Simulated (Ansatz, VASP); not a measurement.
## One calculation of SnSe, two programs

INCAR

```
PREC = Accurate
ENCUT = 520
EDIFF = 1E-6
ISMEAR = 0
SIGMA = 0.05
LREAL = F
LASPH = T
NELM = 80
ALGO = Normal
ISIF = 2
LWAVE = F
LCHARG = T
GGA = PE
IVDW = 12
LELF = T
LVHAR = T
NBANDS = 17
```

KPOINTS

```
Automatic mesh
0
Gamma
  10 10 10
```

Contents of POSCAR:

```
SnSe
1.0
    0.0000000000      2.8991057745      3.0336003723
    2.8991057745      0.0000000000      3.0336003723
    2.8991057745      2.8991057745      0.0000000000
Sn Se
1 1
Direct
    0.0000000000      0.0000000000      0.0000000000
    0.5000000000      0.5000000000      0.5000000000
```

Input for Ansatz:

```yaml
crystal:
  lattice:
    - [0.0, 2.8991057745, 3.0336003723]
    - [2.8991057745, 0.0, 3.0336003723]
    - [2.8991057745, 2.8991057745, 0.0]
  atoms:
    - { symbol: Sn, position: [0.0, 0.0, 0.0] }
    - { symbol: Se, position: [0.5, 0.5, 0.5] }
basis:
  ecutwfc: 420
kpoints:
  mp_grid: { grid: [10, 10, 10] }
hamiltonian:
  xc: pbe
  dispersion: d3bj
scf:
  occupations: { method: gaussian, width: 0.05 }
output:
  forces: true
  stress: true
  eigenvalues: true
```

Change from the starting cell: strain -0.030 along x and y, +0.015 along z, atoms carried along.

Alike in both runs: task single point; functional PBE; dispersion D3(BJ); k mesh 10 × 10 × 10; occupations gaussian, width 0.05 eV; no spin polarisation.

|  | VASP | Ansatz |
| --- | --- | --- |
| version | VASP 6.6.1 | Ansatz 0.2.0 |
| potentials or method | VASP PAW PBE potentials, release 64 (Sn_d, Se), cutoff 520 eV | scalar-relativistic, plane waves, PAW |
| valence electrons in the cell | 20 | 30 |

```tsv
	VASP	Ansatz	Ansatz less VASP
gap on the k mesh at the Fermi level (eV)	0.25	0.25	+0.002
least direct gap on the mesh (eV)	0.40	0.40	0.000
pressure (GPa)	3.0	3.0	+0.01
traceless stress, the component that is largest in VASP (GPa)	-4.58	-4.57	+0.014
```

VASP's potentials hold 20 valence electrons a cell and Ansatz's 30, so a difference there can come from the potentials and not from the codes.
